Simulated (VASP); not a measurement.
Write the native input for VASP 6.6.1 that does the following.

```
Task                   : single point
Functional             : PBE
Potentials or basis    : VASP PAW PBE potentials, release 64 (Al, N)
Cutoff                 : 520 eV
k mesh                 : 6 × 6 × 6
Occupations            : gaussian, width 0.05 eV
Spin                   : no spin polarisation
Dipole correction      : no
Further INCAR settings : ALGO = Normal; EDIFF = 1e-06; NBANDS = 11
```

The structure of AlN lies in POSCAR:

```
AlN
1.0
    0.0000000000      2.2084186788      2.2084186788
    2.2084186788      0.0000000000      2.2084186788
    2.2084186788      2.2084186788      0.0000000000
Al N
1 1
Direct
    0.0000000000      0.0000000000      0.0000000000
    0.2500000000      0.2500000000      0.2500000000
```

The input as run:

INCAR

```
SYSTEM = AlN
PREC     = Accurate       ! precision mode
ENCUT    = 520            ! plane-wave cutoff, eV
EDIFF    = 1E-6           ! SCF threshold, eV
ISMEAR   = 0              ! smearing method
SIGMA    = 0.05           ! smearing width, eV
LREAL    = .FALSE.        ! projectors in reciprocal space
LASPH    = .TRUE.         ! aspherical terms in the spheres
NELM     = 80             ! most SCF steps
ALGO     = Normal         ! electronic algorithm
ISIF     = 2              ! what is computed and relaxed
LWAVE    = .FALSE.        ! write WAVECAR
LCHARG   = .FALSE.        ! write CHGCAR
GGA      = PE             ! functional
NBANDS   = 11             ! bands
```

KPOINTS

```
Automatic mesh
0
G
  6 6 6
  0 0 0
```

Potentials or basis: VASP PAW PBE potentials, release 64 (Al, N).

Command:

```console
$ cat potpaw_PBE.64/Al/POTCAR potpaw_PBE.64/N/POTCAR > POTCAR
$ mpirun -np 1 vasp_std > vasp.out
```

Results of the run:

| Item | Value |
| --- | --- |
| Pressure | -2.0 GPa |
| Band gap on the k mesh | 3.30 eV, indirect (least direct gap 3.90 eV) |

It took 3.3 s on 1 thread of Intel(R) Xeon(R) Platinum 8259CL CPU @ 2.50GHz (Skylake/Cascade Lake), with other jobs on the host, peak memory 0.13 GiB.
